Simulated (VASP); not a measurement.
# ZrB2 (P6/mmm) in VASP: notebook

Runs on ZrB2. Level: PBEsol. Tasks: single point, relaxation of shape and atoms at fixed volume.

Program: VASP 6.6.1. These are calculated values, not measurements. Logs are shortened: lines on timing, memory, paths and dates and some standing lists are left out, and cuts for length are marked.

**1. The cell of the first run**

Symmetry: P6/mmm, No. 191, hexagonal system. Conventional cell: a = 3.155 Å, b = 3.155 Å, c = 3.507 Å, α = 90.00°, β = 90.00°, γ = 120.00°. Zr (site symmetry 6/mmm) has 12 B at 2.53 Å and 6 Zr at 3.15 Å within 3.3 Å. Within 2.4 Å of B (site symmetry -6m2) lie 3 B at 1.82 Å.

**2. Single point, PBEsol**

File INCAR:

```
PREC = Accurate
ENCUT = 520
EDIFF = 1E-6
ISMEAR = 0
SIGMA = 0.1
LREAL = False
LASPH = True
NELM = 80
ALGO = Normal
ISIF = 2
LWAVE = False
LCHARG = False
GGA = PS
NBANDS = 16
```

File KPOINTS:

```
Automatic mesh
0
Gamma
  18 18 12
```

File POSCAR:

```
ZrB2
1.0
    3.1549374828      0.0000000000      0.0000000000
   -1.5774687414      2.7322560075      0.0000000000
    0.0000000000      0.0000000000      3.5067685677
Zr B
1 2
Direct
    0.0000000000      0.0000000000      0.0000000000
    0.3333333333      0.6666666667      0.5000000000
    0.6666666667      0.3333333333      0.5000000000
```

Potentials or basis: VASP PAW PBE potentials, release 64 (Zr_sv, B).

Launch:

```console
cat potpaw_PBE.64/Zr_sv/POTCAR potpaw_PBE.64/B/POTCAR > POTCAR
mpirun -np 1 vasp_std > vasp.out
```

OUTCAR:

```text
PREC = Accurate
   ENCUT = 520
   EDIFF = 1E-6
   ISMEAR = 0
   LREAL = False
   LASPH = True
   NELM = 80
   ISIF = 2
   GGA = PS

 ion  position               nearest neighbor table
   1  0.000  0.000  0.000-   2 2.53   3 2.53   2 2.53   3 2.53   3 2.53   3 2.53   2 2.53   2 2.53
                             3 2.53   3 2.53   2 2.53   2 2.53
   2  0.333  0.667  0.500-   3 1.82   3 1.82   3 1.82   1 2.53   1 2.53   1 2.53   1 2.53   1 2.53
                             1 2.53
   3  0.667  0.333  0.500-   2 1.82   2 1.82   2 1.82   1 2.53   1 2.53   1 2.53   1 2.53   1 2.53
                             1 2.53

  LATTYP: Found a hexagonal cell.
 ALAT       =     3.1549374828
 C/A-ratio  =     1.1115176091

  Lattice vectors:

 A1 = (   3.1549374828,   0.0000000000,   0.0000000000)
 A2 = (  -1.5774687414,   2.7322560075,   0.0000000000)
 A3 = (   0.0000000000,   0.0000000000,   3.5067685677)

Analysis of symmetry for initial positions (statically):
=====================================================================
 Subroutine PRICEL returns:
 Original cell was already a primitive cell.

 Routine SETGRP: Setting up the symmetry group for a
 hexagonal supercell.

 Subroutine GETGRP returns: Found 24 space group operations
 (whereof 24 operations were pure point group operations)
 out of a pool of 24 trial point group operations.

The static configuration has the point symmetry D_6h.

Analysis of symmetry for dynamics (positions and initial velocities):
=====================================================================
 Subroutine PRICEL returns:
 Original cell was already a primitive cell.

 Routine SETGRP: Setting up the symmetry group for a
 hexagonal supercell.

 Subroutine GETGRP returns: Found 24 space group operations
 (whereof 24 operations were pure point group operations)
 out of a pool of 24 trial point group operations.

The dynamic configuration has the point symmetry D_6h.

 Subroutine INISYM returns: Found 24 space group operations
 (whereof 24 operations are pure point group operations),
 and found     1 'primitive' translations

----------------------------------------------------------------------------------------

                                     Primitive cell

  volume of cell :      30.2287

  direct lattice vectors                    reciprocal lattice vectors
     3.154937483  0.000000000  0.000000000     0.316963491  0.182998957  0.000000000
    -1.577468741  2.732256008  0.000000000     0.000000000  0.365997914  0.000000000
     0.000000000  0.000000000  3.506768568     0.000000000  0.000000000  0.285162816

  length of vectors
     3.154937483  3.154937483  3.506768568     0.365997914  0.365997914  0.285162816

  position of ions in fractional coordinates (direct lattice)
     0.000000000  0.000000000  0.000000000
     0.333333333  0.666666667  0.500000000
     0.666666667  0.333333333  0.500000000

  ion indices of the primitive-cell ions
   primitive index   ion index
                 1           1
                 2           2
                 3           3

----------------------------------------------------------------------------------------

 KPOINTS: Automatic mesh

Automatic generation of k-mesh.
 Grid dimensions read from file:
 generate k-points for:   18   18   12

 Generating k-lattice:

  Cartesian coordinates                     Fractional coordinates (reciprocal lattice)
     0.017609083  0.010166609  0.000000000     0.055555556  0.000000000  0.000000000
     0.000000000  0.020333217  0.000000000     0.000000000  0.055555556  0.000000000
     0.000000000  0.000000000  0.023763568     0.000000000  0.000000000  0.083333333

  Length of vectors
     0.020333217  0.020333217  0.023763568

  Shift w.r.t. Gamma in fractional coordinates (k-lattice)
     0.000000000  0.000000000  0.000000000

 Subroutine IBZKPT returns following result:
 ===========================================

 Found    259 irreducible k-points:

 Following reciprocal coordinates:
            Coordinates               Weight
  0.000000  0.000000  0.000000      1.000000
  0.055556  0.000000  0.000000      6.000000
  0.111111  0.000000  0.000000      6.000000
  0.166667  0.000000  0.000000      6.000000
  0.222222 -0.000000  0.000000      6.000000
  0.277778  0.000000  0.000000      6.000000
[... 16 lines left out ...]
  0.333333  0.111111  0.000000     12.000000
  0.388889  0.111111  0.000000     12.000000
 [... further k-points ...]
   k-points           NKPTS =    259   k-points in BZ     NKDIM =    259   number of bands    NBANDS=     16
   number of dos      NEDOS =    301   number of ions     NIONS =      3
   total plane-waves  NPLWV =  16128
   dimension x,y,z NGX =    24 NGY =   24 NGZ =   28
   dimension x,y,z NGXF=    48 NGYF=   48 NGZF=   56
   ions per type =               1   2
   NGX,Y,Z   is equivalent  to a cutoff of  12.65, 12.65, 13.27 a.u.
   NGXF,Y,Z  is equivalent  to a cutoff of  25.29, 25.29, 26.55 a.u.
 SYSTEM =  unknown system
   PREC   = accura    normal or accurate (medium, high low for compatibility)
   ISTART =      0    job   : 0-new  1-cont  2-samecut
   ICHARG =      2    charge: 1-file 2-atom 10-const
   ISPIN  =      1    spin polarized calculation?
   LNONCOLLINEAR =      F non collinear calculations
   LSORBIT =      F    spin-orbit coupling
   LASPH  =      T    aspherical Exc in radial PAW
   ENCUT  =  520.0 eV  38.22 Ry    6.18 a.u.   5.87  5.87  6.52*2*pi/ulx,y,z
   NELM   =     80;   NELMIN=  2; NELMDL= -5     # of ELM steps
   EDIFF  = 0.1E-05   stopping-criterion for ELM
   LREAL  =      F    real-space projection
   EDIFFG = 0.1E-04   stopping-criterion for IOM
   NSW    =      0    number of steps for IOM
   IBRION =     -1    ionic relax: 0-MD 1-quasi-New 2-CG
   NFREE  =      0    steps in history (QN), initial steepest desc. (CG)
   ISIF   =      2    stress and relaxation
   ISYM   =      2    0-nonsym 1-usesym 2-fastsym
   POTIM  = 0.5000    time-step for ionic-motion
   TEBEG  =    0.0;   TEEND  =   0.0 temperature during run
   PSTRESS=    0.0 pullay stress
   NELECT =      18.0000    total number of electrons
   NUPDOWN=      -1.0000    fix difference up-down
   EMIN   =  10.00;   EMAX   =-10.00  energy-range for DOS
   EFERMI =   0.00;   METHOD = LEGACY
   ISMEAR =     0;   SIGMA  =   0.10  broadening in eV -4-tet -1-fermi 0-gaus
   EFERMI_NEDOS =   21; number of points for ismear=-14 and -15
   IALGO  =     38    algorithm
   IMIX   =      4    mixing-type and parameters
     AMIX     =   0.40;   BMIX     =  1.00
     AMIX_MAG =   1.60;   BMIX_MAG =  1.00
  volume/ion in A,a.u.               =      10.08        68.00
  Fermi-wavevector in a.u.,A,eV,Ry     =   1.377292  2.602704 25.809331  1.896932
  Thomas-Fermi vector in A             =   2.502458
   LORBIT       =      0    0 simple, 1 ext, 2 COOP (PROOUT), +10 PAW based schemes
   GGA     = PS    functional components
   LHFCALC =     F    Hartree Fock is set to
   AEXX    =    0.0000 exact exchange contribution
   IVDW    =     0    specifies the selected vdW correction
   LEPSILON=     F    determine dielectric tensor
   LRPA    =     F    only Hartree local field effects (RPA)
 non-spin polarized calculation
 Gauss-broadening in eV      SIGMA  =   0.10
  energy-cutoff  :      520.00
  volume of cell :       30.23
 maximum number of plane-waves:       832
 NGX is ok and might be reduce to    24
   NGX = 11   NGY = 11   NGZ = 13

 number of electron      18.0000000 magnetization

 Free energy of the ion-electron system (eV)
  ---------------------------------------------------
  ext. energy  EPLUGINS =         0.00000000
  ---------------------------------------------------
  free energy    TOTEN  =       -26.40317120 eV

  energy without entropy =      -26.40211087  energy(sigma->0) =      -26.40264103

 E-fermi :  10.6605     XC(G=0): -12.6179

 val. band max:       10.6566144314   @ k =   0.2222   0.2222   0.0833
 cond. band min:      10.7029081927   @ k =   0.3889   0.2222   0.0000
 fundamental gap:      0.0462937613
 Fermi energy:        10.6604550332

 k-point     1 :       0.0000    0.0000    0.0000
  band No.  band energies     occupation
      1     -37.8271      2.00000
      2     -16.0631      2.00000
      3     -15.4772      2.00000
      4     -15.4772      2.00000
      5      -2.1573      2.00000
      6       7.9411      2.00000
[... 8 lines left out ...]
     15      15.8053      0.00000
     16      15.8053      0.00000

 k-point     2 :       0.0556    0.0000    0.0000
  band No.  band energies     occupation
      1     -37.8234      2.00000
      2     -16.0576      2.00000
      3     -15.5099      2.00000
      4     -15.4843      2.00000
      5      -2.0938      2.00000
      6       7.7542      2.00000
[... 8 lines left out ...]
     15      16.1654      0.00000
     16      16.3157      0.00000

 k-point     3 :       0.1111    0.0000    0.0000
  band No.  band energies     occupation
      1     -37.8126      2.00000
      2     -16.0416      2.00000
      3     -15.6031      2.00000
      4     -15.5045      2.00000
      5      -1.9071      2.00000
      6       7.2586      2.00000
[... 8 lines left out ...]
     15      16.6279      0.00000
     16      17.2427      0.00000

 k-point     4 :       0.1667    0.0000    0.0000
  band No.  band energies     occupation
      1     -37.7961      2.00000
      2     -16.0170      2.00000
      3     -15.7430      2.00000
      4     -15.5352      2.00000
      5      -1.6071      2.00000
      6       6.5798      2.00000
[... 8 lines left out ...]
     15      17.5096      0.00000
     16      17.6574      0.00000
[... 324 lines left out ...]
 k-point    22 :       0.2778    0.1111    0.0000
  band No.  band energies     occupation
      1     -37.7277      2.00000
      2     -16.2363      2.00000
      3     -15.9151      2.00000
      4     -15.7108      2.00000
      5      -0.0035      2.00000
      6       4.2786      2.00000
[... 8 lines left out ...]
     15      18.7005      0.00000
     16      20.4678      0.00000

 k-point    23 :       0.3333    0.1111    0.0000
  band No.  band energies     occupation
      1     -37.7118      2.00000
      2     -16.3453      2.00000
      3     -15.8913      2.00000
      4     -15.7496      2.00000
      5       0.6114      2.00000
      6       3.5294      2.00000
[... 8 lines left out ...]
     15      19.6133      0.00000
     16      20.1714      0.00000

 k-point    24 :       0.3889    0.1111    0.0000
  band No.  band energies     occupation
      1     -37.7014      2.00000
      2     -16.4154      2.00000
      3     -15.8757      2.00000
      4     -15.7748      2.00000
      5       1.2682      2.00000
      6       2.7886      2.00000
[... 8 lines left out ...]
     15      19.5375      0.00000
     16      20.3586      0.00000

 [... further k-points ...]

------------------------ aborting loop because EDIFF is reached ----------------------------------------

  FORCE on cell =-STRESS in cart. coord.  units (eV):
  Direction    XX          YY          ZZ          XY          YZ          ZX
  --------------------------------------------------------------------------------------
  -------------------------------------------------------------------------------------
  Total        0.0594285      0.0594285      0.0586496      0.0000000     -0.0000000      0.0000000
  in kB        3.1498201      3.1498201      3.1085413      0.0000000     -0.0000000      0.0000000
  external PRESSURE =       3.1360605 kB  Pullay stress =       0.0000000 kB

 VOLUME and BASIS-vectors are now :
 -----------------------------------------------------------------------------
  energy-cutoff  :      520.00
  volume of cell :       30.23
      direct lattice vectors                 reciprocal lattice vectors
     3.154937483  0.000000000  0.000000000     0.316963491  0.182998957  0.000000000
    -1.577468741  2.732256008  0.000000000     0.000000000  0.365997914  0.000000000
     0.000000000  0.000000000  3.506768568     0.000000000  0.000000000  0.285162816

 POSITION                                       TOTAL-FORCE (eV/Angst)
 -----------------------------------------------------------------------------------
      0.00000      0.00000      0.00000         0.000000      0.000000      0.000000
     -0.00000      1.82150      1.75338        -0.000000      0.000000      0.000000
      1.57747      0.91075      1.75338         0.000000      0.000000      0.000000
 -----------------------------------------------------------------------------------
    total drift:                               -0.000000      0.000000      0.000000

  FREE ENERGIE OF THE ION-ELECTRON SYSTEM (eV)
  ---------------------------------------------------
  free  energy   TOTEN  =       -26.4031712024 eV

  energy  without entropy=      -26.4021108673  energy(sigma->0) =      -26.40264103
```

It took 88 s on 1 thread of AMD EPYC 7R43 (Zen 3), shared host; peak memory 0.21 GiB.

Results:

| Item | Value |
| --- | --- |
| Free energy | -26.4032 eV |
| Pressure | 0.3 GPa |
| Band gap on the k mesh | zero (band 9 reaches 11.36 eV, above the bottom of band 10 at 10.11 eV) |

Caveat: the PAW data sets were made with another functional, which shifts forces and pressure a little.

[end of part 1 of 2]
